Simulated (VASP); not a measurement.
# Bi: single point with PBE

Bi:

```
Bi
1.0
     3.57157    0.00000    0.00000
    -1.78579    3.09307    0.00000
     0.00000    0.00000   11.94432
Bi
4
Direct
  0.00000 0.00000 0.00000
  0.00000 0.00000 0.50000
  0.33333 0.66667 0.25000
  0.66667 0.33333 0.75000
```

This cell differs from its parent crystal: volume scaled by 1.04.

- Program: VASP 6.6.1
- Task: single point
- Functional: PBE
- Potentials or basis: VASP PAW PBE potentials, release 64 (Bi_d)
- Cutoff: 520 eV
- k mesh: 12 × 12 × 3
- Occupations: fermi-dirac, width 0.1 eV
- Spin: no spin polarisation

```yaml
Pressure: -2.0 GPa
Band_gap_on_the_k_mesh: zero (band 30 reaches 11.23 eV, above the bottom of band 31 at 5.46 eV)
```

Stress tensor (GPa, compression positive):
```
-2.11  0.00  0.00
 0.00 -2.11  0.00
 0.00  0.00 -1.77
```

Levels at points of the mesh, in eV from the Fermi level:
| k point | band 27 | band 28 | band 29 | band 30 | band 31 | band 32 | band 33 | band 34 |
| --- | --- | --- | --- | --- | --- | --- | --- | --- |
| (0.00, 0.00, 0.00) | -1.28 | 3.33 | 3.33 | 3.94 | 3.94 | 3.96 | 3.96 | 4.30 |
| (0.50, 0.00, 0.00) | -3.69 | -3.29 | -1.36 | -0.69 | 0.51 | 1.33 | 1.55 | 1.56 |

Wall time 72 s on 1 thread of Intel(R) Xeon(R) 6975P-C (Granite Rapids), on a shared host, peak memory 0.32 GiB.

Caveat: spin-orbit coupling is left out, which moves the levels of the heavy elements.
